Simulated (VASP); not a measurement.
# ScGa3Te: single point with PBE

Crystal: ScGa3Te.

```
Sc Ga Te
1.0
     4.74199    0.00000    0.00000
    -2.37100    4.10669    0.00000
     0.00000    0.00000    6.17424
Sc Ga Te
1 3 1
Direct
  0.33333 0.66667 0.50000
  0.00000 0.00000 0.74087
  0.00000 0.00000 0.25913
  0.66667 0.33333 0.50000
  0.66667 0.33333 0.00000
```

```
Program                : VASP 6.6.1
Task                   : single point
Functional             : PBE
Potentials or basis    : VASP PAW PBE potentials, release 64 (Sc_sv, Ga_d, Te)
Cutoff                 : 520 eV
k mesh                 : 6 × 6 × 4
Occupations            : gaussian, width 0.1 eV
Spin                   : no spin polarisation
Dipole correction      : no
Further INCAR settings : ALGO = Fast; EDIFF = 1e-06; NBANDS = 36
```

The pressure is 0.3 GPa. The largest force is 0.043 eV/Å. The band gap on the k mesh is zero (band 28 reaches 5.53 eV, above the bottom of band 29 at 5.07 eV).

Forces in eV/Å, atoms in the order of the input:
```
Sc   0.000  0.000  0.000
Ga   0.000  0.000  0.043
Ga   0.000  0.000 -0.043
Ga   0.000  0.000  0.000
Te   0.000  0.000  0.000
```

Stress tensor (GPa, compression positive):
```
0.27 0.00 0.00
0.00 0.27 0.00
0.00 0.00 0.36
```

Levels at points of the mesh, in eV from the Fermi level:
```
           k point  band 24  band 25  band 26  band 27  band 28  band 29  band 30  band 31  band 32  band 33
(0.00, 0.00, 0.00)    -2.86    -2.86    -0.77    -0.77    -0.31     0.38     0.48     0.48     1.25     1.39
(0.50, 0.00, 0.00)    -3.52    -3.48    -3.40    -1.74    -0.25     0.08     0.62     0.72     1.34     1.77
(0.00, 0.00, 0.50)    -2.15    -2.15    -2.13    -1.91    -1.91     0.18     0.20     0.20     1.65     2.10
(0.50, 0.00, 0.50)    -3.04    -1.96    -1.56    -1.24    -0.80     0.26     0.42     0.65     0.87     1.20
```

Wall time 80 s on 1 thread of AMD EPYC 9R14 (Zen 4), on a shared host, peak memory 0.26 GiB.

Caveat: spin-orbit coupling is left out, which moves the levels of the heavy elements.
